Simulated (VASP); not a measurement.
Set up this calculation in VASP 6.6.1, as the native input.

* Task: single point
* Functional: PBEsol
* Potentials or basis: VASP PAW PBE potentials, release 64 (Ti_sv, Co)
* Cutoff: 520 eV
* k mesh: 14 × 14 × 14
* Occupations: gaussian, width 0.15 eV
* Spin: no spin polarisation
* Dipole correction: no
* Further INCAR settings: ALGO = Fast; EDIFF = 1e-06; NBANDS = 39

The structure of TiCo2 lies in POSCAR:

```
TiCo2
1.0
    0.0000000000      3.0831335701      3.6997602841
    3.0831335701      0.0000000000      3.6997602841
    3.0831335701      3.0831335701      0.0000000000
Ti Co
2 4
Direct
    0.5000000000      0.5000000000      0.5000000000
    0.7500000000      0.7500000000      0.7500000000
    0.1250000000      0.1250000000      0.1250000000
    0.6250000000      0.1250000000      0.1250000000
    0.1250000000      0.1250000000      0.6250000000
    0.1250000000      0.6250000000      0.1250000000
```

This cell differs from its parent crystal: ratio of the length along z to the lengths across it x 1.2, volume and fractional coordinates fixed.

One way to write it, as run:

INCAR

```
SYSTEM = TiCo2
PREC = Accurate
ENCUT = 520
EDIFF = 1E-6
ISMEAR = 0
SIGMA = 0.15
LREAL = .False.
LASPH = .True.
NELM = 80
ALGO = Fast
ISIF = 2
LWAVE = .False.
LCHARG = .False.
GGA = PS
NBANDS = 39
```

KPOINTS

```
Automatic mesh
0
Gamma
  14 14 14
  0 0 0
```

Potentials or basis: VASP PAW PBE potentials, release 64 (Ti_sv, Co).

Command:

```console
$ cat potpaw_PBE.64/Ti_sv/POTCAR potpaw_PBE.64/Co/POTCAR > POTCAR
$ mpirun -np 1 vasp_std > vasp.out
```

It gave:

| Quantity | Value |
| --- | --- |
| Pressure | 3.6 GPa |
| Band gap on the k mesh | zero (bands 30 and 31 overlap by 0.37 eV) |

Caveat: the stress differs along the axes, from -17 to 14 GPa; the PAW data sets were made with another functional, which shifts forces and pressure a little; the run has no spin polarisation, though such a crystal can be magnetic.

It took 25 min on 1 thread of AMD EPYC 7R13 Processor (Zen 3), with other jobs on the host, peak memory 0.58 GiB.
